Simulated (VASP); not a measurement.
# SiC (P6_222) in VASP: notebook, part 2 of 2

VASP 6.6.1. The steps go on from the part before.

### Step 3. Single point, PBE

This run uses another cell than the first one, of 9.70 Å³/atom, 1.199 times its volume.

INCAR

```
SYSTEM = SiC
ALGO = Normal
EDIFF = 1E-6
ENCUT = 520
GGA = PE
ISIF = 2
ISMEAR = 0
LASPH = .True.
LCHARG = .True.
LELF = .True.
LREAL = .False.
LVHAR = .True.
LWAVE = .False.
NBANDS = 21
NELM = 60
PREC = Accurate
SIGMA = 0.1
```

KPOINTS

```
k-points
0
Gamma
  6 6 4
  0 0 0
```

POSCAR

```
SiC
1.0
    3.0858468823      0.0000000030      0.0000000000
   -1.5429234438      2.6724217908      0.0000000000
    0.0000000000      0.0000000000      7.0578057486
Si C
3 3
Direct
    0.0000000000      0.5000000000      0.1666666667
    0.5000000000      0.5000000000      0.8333333333
    0.5000000000      0.0000000000      0.5000000000
    0.5000000000      0.5000000000      0.3333333333
    0.5000000000      0.0000000000      0.0000000000
    0.0000000000      0.5000000000      0.6666666667
```

Potentials or basis: VASP PAW PBE potentials, release 64 (Si, C).

Started as:

```
> cat potpaw_PBE.64/Si/POTCAR potpaw_PBE.64/C/POTCAR > POTCAR
> mpirun -np 1 vasp_std > vasp.out
```

It took 8.8 s on 1 thread of Intel Xeon 6975P-C (Granite Rapids), shared host; peak memory 0.17 GiB.

It converged, with:

```
Free energy            : -41.7812 eV
Pressure               : 0.1 GPa
Band gap on the k mesh : 0.88 eV, indirect (least direct gap 3.01 eV)
```

Levels at points of the mesh, in eV from the valence-band top:
```tsv
k point	band 8	band 9	band 10	band 11	band 12	band 13	band 14	band 15	band 16	band 17
(0.00, 0.00, 0.00)	-1.65	-0.33	-0.33	-0.17	0.00	3.36	3.36	4.18	5.96	5.96
(0.50, 0.00, 0.00)	-3.65	-3.57	-2.86	-2.40	-2.13	0.88	1.63	2.65	3.13	5.88
(0.00, 0.00, 0.50)	-2.38	-0.98	-0.34	-0.16	-0.16	2.96	4.54	4.54	5.35	6.28
(0.50, 0.00, 0.50)	-4.75	-3.40	-2.75	-2.48	-2.03	1.92	2.72	3.46	3.50	5.46
```

A k mesh can miss the band edges. Expect the measured gap to be larger: semilocal functionals such as PBE lack the derivative discontinuity.

### Step 4. Relaxation of cell and atoms, PBE

INCAR

```
  PREC = Accurate
  ENCUT = 600
  EDIFF = 1E-6
  ISMEAR = 0
  SIGMA = 0.1
  LREAL = F
  LASPH = T
  NELM = 60
  ALGO = Normal
  ISIF = 3
  LWAVE = F
  LCHARG = F
  GGA = PE
  IBRION = 2
  NSW = 90
  EDIFFG = -0.04
```

KPOINTS

```
Automatic mesh
0
Gamma
  6 6 4
```

POSCAR

```
SiC
1.0
    2.9472347500      0.0000000000      0.0000000000
   -1.4736173800      2.5523801700      0.0000000000
    0.0000000000      0.0000000000      6.4545390800
Si C
3 3
Direct
    0.0000000000      0.5000000000      0.1666666700
    0.5000000000      0.5000000000      0.8333333300
    0.5000000000      0.0000000000      0.5000000000
    0.5000000000      0.5000000000      0.3333333300
    0.5000000000      0.0000000000      0.0000000000
    0.0000000000      0.5000000000      0.6666666700
```

Potentials or basis: VASP PAW PBE potentials, release 64 (Si, C).

Started as:

```
> cat potpaw_PBE.64/Si/POTCAR potpaw_PBE.64/C/POTCAR > POTCAR
> mpirun -np 1 vasp_std > vasp.out
```

OUTCAR:

```text
PREC = Accurate
   ENCUT = 600
   EDIFF = 1E-6
   ISMEAR = 0
   LREAL = F
   LASPH = T
   NELM = 60
   ISIF = 3
   GGA = PE
   IBRION = 2
   NSW = 90
   EDIFFG = -0.04

 ion  position               nearest neighbor table
   1  0.000  0.500  0.167-   4 1.82   4 1.82   5 1.82   5 1.82   3 2.61   3 2.61   2 2.61   2 2.61

   2  0.500  0.500  0.833-   6 1.82   6 1.82   5 1.82   5 1.82   3 2.61   3 2.61   1 2.61   1 2.61

   3  0.500  0.000  0.500-   6 1.82   6 1.82   4 1.82   4 1.82   1 2.61   1 2.61   2 2.61   2 2.61

   4  0.500  0.500  0.333-   1 1.82   1 1.82   3 1.82   3 1.82
   5  0.500  0.000  0.000-   1 1.82   1 1.82   2 1.82   2 1.82
   6  0.000  0.500  0.667-   2 1.82   2 1.82   3 1.82   3 1.82

  LATTYP: Found a hexagonal cell.
 ALAT       =     2.9472347500
 C/A-ratio  =     2.1900322260

  Lattice vectors:

 A1 = (   2.9472347500,   0.0000000000,   0.0000000000)
[... 227 lines left out ...]
 E-fermi :   7.4101     XC(G=0): -10.8793

 val. band max:        7.1703606257   @ k =   0.0000   0.0000   0.0000
 cond. band min:       7.6619994981   @ k =   0.5000   0.0000   0.0000
 fundamental gap:      0.4916388723
 Fermi energy:         7.4101180981

 k-point     1 :       0.0000    0.0000    0.0000
  band No.  band energies     occupation
      1      -7.5253      2.00000
      2      -5.4650      2.00000
      3      -5.4650      2.00000
      4       0.8079      2.00000
      5       0.8079      2.00000
      6       4.6498      2.00000
[... 547 lines left out ...]
--------------------------------------- Ionic step        6  -------------------------------------------

 number of electron      23.9999998 magnetization

 Free energy of the ion-electron system (eV)
  ---------------------------------------------------
  ext. energy  EPLUGINS =         0.00000000
  ---------------------------------------------------
  free energy    TOTEN  =       -41.77712224 eV

  energy without entropy =      -41.77712224  energy(sigma->0) =      -41.77712224

 E-fermi :  10.3333     XC(G=0): -11.8690

 val. band max:        9.9172913884   @ k =   0.0000   0.0000   0.0000
 cond. band min:      10.7916616441   @ k =   0.5000   0.0000   0.0000
 fundamental gap:      0.8743702557
 Fermi energy:        10.3332686791

 k-point     1 :       0.0000    0.0000    0.0000
  band No.  band energies     occupation
      1      -6.8272      2.00000
      2      -4.2636      2.00000
      3      -4.2636      2.00000
      4       3.3287      2.00000
      5       3.3287      2.00000
      6       6.7628      2.00000
[... 421 lines left out ...]
  FREE ENERGIE OF THE ION-ELECTRON SYSTEM (eV)
  ---------------------------------------------------
  free  energy   TOTEN  =       -41.7771222381 eV

  energy  without entropy=      -41.7771222381  energy(sigma->0) =      -41.77712224

 reached required accuracy - stopping structural energy minimisation
```

Run time: 26 s. Hardware: 1 thread of Intel Xeon 6975P-C (Granite Rapids), shared host; peak memory 0.17 GiB.

Results:

| Quantity | Value |
| --- | --- |
| Free energy | -41.7771 eV |
| Relaxed volume | 9.69 Å³/atom |
| Relaxed cell | a = 3.084 Å, b = 3.084 Å, c = 7.055 Å, α = 90.00°, β = 90.00°, γ = 120.00° |
| Space group after relaxing (to 0.05 Å) | P6_222 (No. 180) |
| Energy gained by relaxing | 288.1 meV/atom |
| Ionic steps | 6 |
| Pressure after relaxing | 0.4 GPa |
| Band gap on the k mesh | 0.87 eV, indirect (least direct gap 3.01 eV) |

Step by step:
```
step  energy change (eV)  largest force (eV/Å)  pressure (GPa)  volume (Å³)
   1              0.0000                0.0000           60.84        48.55
   2              0.2335                0.0000          -32.20        73.37
   3             -1.7213                0.0000           -2.41        58.92
   4             -1.7247                0.0000           -0.84        58.51
   5             -1.7247                0.0000           -0.01        58.30
   6             -1.7285                0.0000            0.36        58.12
```

Final structure:
```
Si C
1.0
     3.08412    0.00000    0.00000
    -1.54206    2.67093    0.00000
     0.00000    0.00000    7.05529
Si C
3 3
Direct
  0.00000 0.50000 0.16667
  0.50000 0.50000 0.83333
  0.50000 0.00000 0.50000
  0.50000 0.50000 0.33333
  0.50000 0.00000 0.00000
  0.00000 0.50000 0.66667
```

Caveat: the volume moved by over 15 % at a fixed basis, so the end points are rough.

### Step 5. Single point, PBE

This run uses another cell than the first one, of 9.70 Å³/atom, 1.199 times its volume.

INCAR

```
PREC = Accurate
ENCUT = 520
EDIFF = 1E-7
ISMEAR = 0
SIGMA = 0.02
LREAL = False
LASPH = True
NELM = 80
ALGO = Normal
ISIF = 2
LWAVE = False
LCHARG = True
GGA = PE
LELF = True
LVHAR = True
NBANDS = 21
```

KPOINTS

```
Automatic mesh
0
Gamma
  12 12 4
```

POSCAR

```
SiC
1.0
    3.0849668043      0.0000000000      0.0000000000
   -1.5424834022      2.6716596223      0.0000000000
    0.0000000000      0.0000000000      7.0616352116
Si C
3 3
Direct
    0.0000000000      0.5000000000      0.1666666667
    0.5000000000      0.5000000000      0.8333333333
    0.5000000000      0.0000000000      0.5000000000
    0.5000000000      0.5000000000      0.3333333333
    0.5000000000      0.0000000000      0.0000000000
    0.0000000000      0.5000000000      0.6666666667
```

Started as:

```
> cat potpaw_PBE.64/Si/POTCAR potpaw_PBE.64/C/POTCAR > POTCAR
> mpirun -np 1 vasp_std > vasp.out
```

Wall time 23 s (1 thread of Intel Xeon 6975P-C (Granite Rapids), shared host); peak memory 0.2 GiB.

Results (log left out):

```
Free energy            : -41.7842 eV
Pressure               : 0.0 GPa
Band gap on the k mesh : 0.87 eV, indirect (least direct gap 3.00 eV)
```

Stress tensor (GPa, compression positive):
```
 0.06  0.00  0.00
 0.00  0.06  0.00
 0.00  0.00 -0.02
```

Levels at points of the mesh, in eV from the valence-band top:
```
           k point  band 8  band 9  band 10  band 11  band 12  band 13  band 14  band 15  band 16  band 17
(0.00, 0.00, 0.00)   -1.65   -0.33    -0.33    -0.18     0.00     3.37     3.37     4.18     5.96     5.96
(0.50, 0.00, 0.00)   -3.65   -3.57    -2.87    -2.40    -2.13     0.87     1.63     2.65     3.12     5.87
(0.00, 0.00, 0.50)   -2.39   -0.98    -0.34    -0.16    -0.16     2.96     4.55     4.55     5.36     6.28
(0.50, 0.00, 0.50)   -4.76   -3.39    -2.75    -2.48    -2.03     1.91     2.72     3.45     3.50     5.45
```

### Step 6. Relaxation of cell and atoms, PBE

This run uses another cell than the first one, of 9.70 Å³/atom, 1.199 times its volume.

INCAR

```
SYSTEM = SiC
PREC     = Accurate       ! precision mode
ENCUT    = 600            ! plane-wave cutoff, eV
EDIFF    = 1E-6           ! SCF threshold, eV
ISMEAR   = 0              ! smearing method
SIGMA    = 0.02           ! smearing width, eV
LREAL    = .False.        ! projectors in reciprocal space
LASPH    = .True.         ! aspherical terms in the spheres
NELM     = 80             ! most SCF steps
ALGO     = Normal         ! electronic algorithm
ISIF     = 3              ! what is computed and relaxed
LWAVE    = .False.        ! write WAVECAR
LCHARG   = .False.        ! write CHGCAR
GGA      = PE             ! functional
IBRION   = 2              ! ionic algorithm
NSW      = 100            ! ionic steps
EDIFFG   = -0.01          ! ionic threshold
```

KPOINTS

```
regular mesh
0
Gamma
  12 12 4
  0 0 0
```

POSCAR, as its differences from that of step 5:

```diff
@@ -2,5 +2,5 @@
 1.0
-    3.0849668043      0.0000000000      0.0000000000
-   -1.5424834022      2.6716596223      0.0000000000
-    0.0000000000      0.0000000000      7.0616352116
+    3.0858468823      0.0000000000      0.0000000000
+   -1.5429234412      2.6724217923      0.0000000000
+    0.0000000000      0.0000000000      7.0578057486
 Si C
```

Potentials or basis: VASP PAW PBE potentials, release 64 (Si, C).

Started as:

```
> cat potpaw_PBE.64/Si/POTCAR potpaw_PBE.64/C/POTCAR > POTCAR
> mpirun -np 1 vasp_std > vasp.out
```

Run time: 2.6 min. Hardware: 1 thread of AMD EPYC 7R43 (Zen 3), shared host; peak memory 0.19 GiB.

It converged, with:

```
Free energy                            : -41.7879 eV
Relaxed volume                         : 9.69 Å³/atom
Relaxed cell                           : a = 3.084 Å, b = 3.084 Å, c = 7.060 Å, α = 90.00°, β = 90.00°, γ = 120.00°
Space group after relaxing (to 0.05 Å) : P6_222 (No. 180)
Energy gained by relaxing              : 0.0 meV/atom
Ionic steps                            : 2
Pressure after relaxing                : 0.0 GPa
Band gap on the k mesh                 : 0.87 eV, indirect (least direct gap 3.00 eV)
```

Final structure:
```xyz
6
Lattice="3.0843 0.0000 0.0000 -1.5421 2.6711 0.0000 0.0000 0.0000 7.0601" Properties=species:S:1:pos:R:3 pbc="T T T"
Si    2.3132    1.3355    1.1767
Si    0.7711    1.3355    5.8834
Si    0.0000    2.6711    3.5300
C     0.7711    1.3355    2.3534
C     1.5421    0.0000    7.0601
C     2.3132    1.3355    4.7067
```

Levels at points of the mesh, in eV from the valence-band top:
```csv
k point,band 8,band 9,band 10,band 11,band 12,band 13,band 14,band 15,band 16
"(0.00, 0.00, 0.00)",-1.65,-0.33,-0.33,-0.18,0.00,3.37,3.37,4.18,5.96
"(0.50, 0.00, 0.00)",-3.65,-3.58,-2.87,-2.40,-2.13,0.87,1.63,2.66,3.12
"(0.00, 0.00, 0.50)",-2.39,-0.98,-0.34,-0.16,-0.16,2.96,4.55,4.55,5.36
"(0.50, 0.00, 0.50)",-4.76,-3.40,-2.75,-2.48,-2.03,1.91,2.72,3.45,3.50
```

### Step 7. Summary

```tsv
task	cell	k mesh	cutoff (eV)	smearing	gap on the mesh (eV)	pressure (GPa)	relaxed volume (Å³/atom)
single point	a = 2.947, b = 2.947, c = 6.455 Å, angles 90.0, 90.0, 120.0°, 6 atoms	6 × 6 × 4	520	gaussian 0.1 eV	0.87	61.0	-
single point	a = 3.086, b = 3.086, c = 7.058 Å, angles 90.0, 90.0, 120.0°, 6 atoms	6 × 6 × 4	520	gaussian 0.1 eV	0.88	0.1	-
relaxation of cell and atoms	relaxed from a = 2.947, b = 2.947, c = 6.455 Å, angles 90.0, 90.0, 120.0°, 6 atoms	6 × 6 × 4	600	gaussian 0.1 eV	0.87	0.4	9.69
single point	a = 3.085, b = 3.085, c = 7.062 Å, angles 90.0, 90.0, 120.0°, 6 atoms	12 × 12 × 4	520	gaussian 0.02 eV	0.87	0.0	-
relaxation of cell and atoms	relaxed from a = 3.086, b = 3.086, c = 7.058 Å, angles 90.0, 90.0, 120.0°, 6 atoms	12 × 12 × 4	600	gaussian 0.02 eV	0.87	0.0	9.69
```

Alike in all rows: level PBE; potentials or basis VASP PAW PBE potentials, release 64 (Si, C); no spin polarisation.

Caveats: the volume moved by over 15 % at a fixed basis, so the end points are rough (some runs).

Total energies depend on the potentials used, so only differences within one code and one set of settings carry meaning.
